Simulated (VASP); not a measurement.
Crystal: PtSe.

```xyz
2
Lattice="0.0000 3.0374 3.0374 3.0374 0.0000 3.0374 3.0374 3.0374 0.0000" Properties=species:S:1:pos:R:3 pbc="T T T"
Pt    0.0000    0.0000    0.0000
Se    1.5187    1.5187    1.5187
```

Base run:

| Quantity | Value |
| --- | --- |
| Program | VASP 6.6.1 |
| Functional | r2SCAN |
| Potentials or basis | VASP PAW PBE potentials, release 64 (Pt, Se) |
| Cutoff | 520 eV |
| k mesh | 8 × 8 × 8 |
| Occupations | fermi-dirac, width 0.05 eV |
| Spin | no spin polarisation |
| Hubbard terms | Pt d U = 6.0 eV |

Its results: band gap on the k mesh zero (bands 8 and 9 overlap by 2.66 eV); pressure -15.0 GPa.

Problem. The run is repeated on the same cell with these changes: hubbard terms from Pt d U = 6.0 eV to Pt d U = 1.0 eV. What comes out?

Solution. Band gap on the k mesh zero (bands 8 and 9 overlap by 2.68 eV); pressure -13.7 GPa.

Caveats: the cell stands under tension; the PAW data sets were made with another functional, which shifts forces and pressure a little; spin-orbit coupling is left out, which moves the levels of the heavy elements; U without spin polarisation on a metal has little footing.
